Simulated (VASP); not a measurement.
# HfH2 (I4/mmm) in VASP: a series of runs, part 2 of 2

VASP 6.6.1.

### 5 Relaxation of shape and atoms at fixed volume, PBEsol (8.73 Å³/atom)

This run uses another cell than the first one, of 8.73 Å³/atom.

INCAR

```
SYSTEM = HfH2
PREC = Accurate
ENCUT = 600
EDIFF = 1E-7
ISMEAR = 0
SIGMA = 0.1
LREAL = .False.
LASPH = .True.
NELM = 100
ALGO = Fast
ISIF = 4
LWAVE = .False.
LCHARG = .False.
GGA = PS
IBRION = 2
NSW = 50
EDIFFG = -0.01
```

KPOINTS

```
Automatic mesh
0
Gamma
  16 16 16
  0 0 0
```

POSCAR

```
HfH2
1.0
   -1.7492855610      1.7492855610      2.1398157743
    1.7492855610     -1.7492855610      2.1398157743
    1.7492855610      1.7492855610     -2.1398157743
Hf H
1 2
Direct
    0.0000000000      0.0000000000      0.0000000000
    0.7500000000      0.2500000000      0.5000000000
    0.2500000000      0.7500000000      0.5000000000
```

Potentials or basis: VASP PAW PBE potentials, release 64 (Hf_pv, H).

Started as:

```sh
> cat potpaw_PBE.64/Hf_pv/POTCAR potpaw_PBE.64/H/POTCAR > POTCAR
> mpirun -np 1 vasp_std > vasp.out
```

OUTCAR:

```text
SYSTEM = HfH2
   PREC = Accurate
   ENCUT = 600
   EDIFF = 1E-7
   ISMEAR = 0
   LREAL = .False.
   LASPH = .True.
   NELM = 100
   ISIF = 4
   GGA = PS
   IBRION = 2
   NSW = 50
   EDIFFG = -0.01

 ion  position               nearest neighbor table
   1  0.000  0.000  0.000-   2 2.05   3 2.05   2 2.05   3 2.05   2 2.05   3 2.05   2 2.05   3 2.05

   2  0.750  0.250  0.500-   1 2.05   1 2.05   1 2.05   1 2.05
   3  0.250  0.750  0.500-   1 2.05   1 2.05   1 2.05   1 2.05

  LATTYP: Found a body centered tetragonal cell.
 ALAT       =     3.4985711220
 C/A-ratio  =     1.2232512644

  Lattice vectors:

 A1 = (  -1.7492855610,   1.7492855610,   2.1398157743)
 A2 = (   1.7492855610,  -1.7492855610,   2.1398157743)
 A3 = (   1.7492855610,   1.7492855610,  -2.1398157743)

Analysis of symmetry for initial positions (statically):
=====================================================================
 Subroutine PRICEL returns:
 Original cell was already a primitive cell.

 Routine SETGRP: Setting up the symmetry group for a
 body centered tetragonal supercell.

 Subroutine GETGRP returns: Found 16 space group operations
 (whereof 16 operations were pure point group operations)
 out of a pool of 16 trial point group operations.

The static configuration has the point symmetry D_4h.

Analysis of symmetry for dynamics (positions and initial velocities):
=====================================================================
 Subroutine PRICEL returns:
 Original cell was already a primitive cell.

 Routine SETGRP: Setting up the symmetry group for a
 body centered tetragonal supercell.

 Subroutine GETGRP returns: Found 16 space group operations
 (whereof 16 operations were pure point group operations)
 out of a pool of 16 trial point group operations.

The dynamic configuration has the point symmetry D_4h.

[... 138 lines left out ...]
 NGX is ok and might be reduce to    28
   NGX = 13   NGY = 13   NGZ = 13

--------------------------------------- Ionic step        1  -------------------------------------------

 number of electron      12.0000000 magnetization

 Free energy of the ion-electron system (eV)
  ---------------------------------------------------
  ext. energy  EPLUGINS =         0.00000000
  ---------------------------------------------------
  free energy    TOTEN  =       -18.77895000 eV

  energy without entropy =      -18.77635185  energy(sigma->0) =      -18.77765093

------------------------ aborting loop because EDIFF is reached ----------------------------------------

  FORCE on cell =-STRESS in cart. coord.  units (eV):
  Direction    XX          YY          ZZ          XY          YZ          ZX
  --------------------------------------------------------------------------------------
  -------------------------------------------------------------------------------------
  Total       -0.8440746     -0.8440746     -0.7462109      0.0000000     -0.0000000      0.0000000
  in kB      -51.6337413    -51.6337413    -45.6472245      0.0000000     -0.0000000      0.0000000
  external PRESSURE =     -49.6382357 kB  Pullay stress =       0.0000000 kB
[... 61 lines left out ...]
--------------------------------------- Ionic step        3  -------------------------------------------

 number of electron      12.0000000 magnetization

 Free energy of the ion-electron system (eV)
  ---------------------------------------------------
  ext. energy  EPLUGINS =         0.00000000
  ---------------------------------------------------
  free energy    TOTEN  =       -18.77921005 eV

  energy without entropy =      -18.77669674  energy(sigma->0) =      -18.77795340

 E-fermi :   5.2819     XC(G=0): -11.5639

 val. band max:        5.2561910860   @ k =  -0.2500  -0.3125   0.2500
 cond. band min:       5.2917762181   @ k =  -0.1875  -0.1875   0.1250
 fundamental gap:      0.0355851321
 Fermi energy:         5.2818621121

 k-point     1 :       0.0000    0.0000    0.0000
  band No.  band energies     occupation
      1     -25.6321      2.00000
      2     -25.6321      2.00000
      3     -25.5716      2.00000
      4      -6.0292      2.00000
      5       4.0865      2.00000
      6       4.7898      2.00000
      7       4.7898      2.00000
      8       5.6894      0.00000
      9       7.0068      0.00000
     10       8.4788      0.00000
[... 287 lines left out ...]
 k-point    24 :      -0.0625    0.0625    0.0000
  band No.  band energies     occupation
      1     -25.6559      2.00000
      2     -25.6357      2.00000
      3     -25.5800      2.00000
      4      -5.8943      2.00000
      5       3.0871      2.00000
      6       4.9064      2.00000
      7       5.7486      0.00000
      8       5.9378      0.00000
      9       6.8730      0.00000
     10       8.3636      0.00000

 [... further k-points ...]

------------------------ aborting loop because EDIFF is reached ----------------------------------------

  FORCE on cell =-STRESS in cart. coord.  units (eV):
  Direction    XX          YY          ZZ          XY          YZ          ZX
  --------------------------------------------------------------------------------------
  -------------------------------------------------------------------------------------
  Total       -0.8081823     -0.8081823     -0.7827948      0.0000000      0.0000000     -0.0000000
  in kB      -49.4381406    -49.4381406    -47.8851331      0.0000000      0.0000000     -0.0000000
  external PRESSURE =     -48.9204714 kB  Pullay stress =       0.0000000 kB
[... 18 lines left out ...]
  FREE ENERGIE OF THE ION-ELECTRON SYSTEM (eV)
  ---------------------------------------------------
  free  energy   TOTEN  =       -18.7792100514 eV

  energy  without entropy=      -18.7766967438  energy(sigma->0) =      -18.77795340

 reached required accuracy - stopping structural energy minimisation
```

OSZICAR:

```text
N       E                     dE             d eps       ncg     rms          rms(c)
DAV:   1     0.125012560919E+02    0.12501E+02   -0.74009E+03  6988   0.125E+03
DAV:   2    -0.190626722290E+02   -0.31564E+02   -0.30663E+02  8832   0.190E+02
[... 24 lines left out ...]
DAV:   1    -0.187795738362E+02   -0.53058E-03   -0.41380E-02  7034   0.187E+00    0.174E-01
RMM:   2    -0.187793208199E+02    0.25302E-03   -0.29295E-04  7218   0.177E-01    0.788E-02
RMM:   3    -0.187792065141E+02    0.11431E-03   -0.16029E-04  7368   0.113E-01    0.239E-02
RMM:   4    -0.187792097131E+02   -0.31990E-05   -0.36408E-05  8143   0.485E-02    0.339E-02
RMM:   5    -0.187792099876E+02   -0.27453E-06   -0.25715E-06  7665   0.165E-02    0.309E-02
RMM:   6    -0.187792101073E+02   -0.11964E-06   -0.48815E-07  6373   0.751E-03    0.505E-03
RMM:   7    -0.187792100514E+02    0.55855E-07   -0.18300E-07  5079   0.404E-03
   3 F= -.18779210E+02 E0= -.18777953E+02  d E =-.260048E-03
```

CONTCAR:

```text
HfH2
   1.00000000000000
    -1.7456226889302464    1.7456226889302464    2.1488052250655882
     1.7456226889302464   -1.7456226889302464    2.1488052250655882
     1.7456226889302464    1.7456226889302464   -2.1488052250655882
  Hf              H
     1     2
Direct
     0.0000000000000000    0.0000000000000000    0.0000000000000000
     0.7500000000000000    0.2500000000000000    0.5000000000000000
     0.2500000000000000    0.7500000000000000    0.5000000000000000

  0.00000000E+00  0.00000000E+00  0.00000000E+00
  0.00000000E+00  0.00000000E+00  0.00000000E+00
  0.00000000E+00  0.00000000E+00  0.00000000E+00
```

Run time: 3.1 min. Hardware: 1 thread of Oxide Virtual Turin-like, shared host; peak memory 0.24 GiB.

What came out:

```yaml
Free_energy: -18.7792 eV
Energy_gained_by_relaxing: 0.1 meV/atom
Ionic_steps: 3
Pressure_after_relaxing: -4.9 GPa
Band_gap_on_the_k_mesh: zero (bands 6 and 7 overlap by 1.17 eV)
```

Stress tensor (GPa, compression positive):
```
-4.94  0.00  0.00
 0.00 -4.94  0.00
 0.00  0.00 -4.79
```

Step by step:
| step | energy change (eV) | largest force (eV/Å) | pressure (GPa) | volume (Å³) |
| --- | --- | --- | --- | --- |
| 1 | 0.0000 | 0.0000 | -4.96 | 26.19 |
| 2 | -0.0001 | 0.0000 | -4.95 | 26.19 |
| 3 | -0.0003 | 0.0000 | -4.89 | 26.19 |

Final structure:
```
CELL_PARAMETERS angstrom
-1.74562 1.74562 2.14881
1.74562 -1.74562 2.14881
1.74562 1.74562 -2.14881
ATOMIC_POSITIONS crystal
Hf 0.00000 0.00000 0.00000
H 0.75000 0.25000 0.50000
H 0.25000 0.75000 0.50000
```

Caveat: the PAW data sets were made with another functional, which shifts forces and pressure a little; spin-orbit coupling is left out, which moves the levels of the heavy elements.

### 6 Summary

```tsv
task	cell	cutoff (eV)	gap on the mesh (eV)	pressure (GPa)
single point	a = 3.307 Å, angles 115.8, 115.8, 97.4°, 3 atoms	520	none	-8.6
single point	a = 3.351 Å, angles 116.0, 116.0, 97.0°, 3 atoms	520	none	-12.9
relaxation of shape and atoms at fixed volume	relaxed from a = 3.206 Å, angles 115.3, 115.3, 98.3°, 3 atoms	600	none	4.4
relaxation of shape and atoms at fixed volume	relaxed from a = 3.271 Å, angles 115.3, 115.3, 98.3°, 3 atoms	600	none	-4.9
```

Alike in all rows: level PBEsol; potentials or basis VASP PAW PBE potentials, release 64 (Hf_pv, H); no spin polarisation; k mesh 16 × 16 × 16; smearing gaussian 0.1 eV.

Caveats: the PAW data sets were made with another functional, which shifts forces and pressure a little; spin-orbit coupling is left out, which moves the levels of the heavy elements; the cell stands under tension (at least some runs).

Absolute energies hang on the potentials; compare differences alone.

The gap in the log of VASP goes by the Fermi energy; the results here count the filled bands.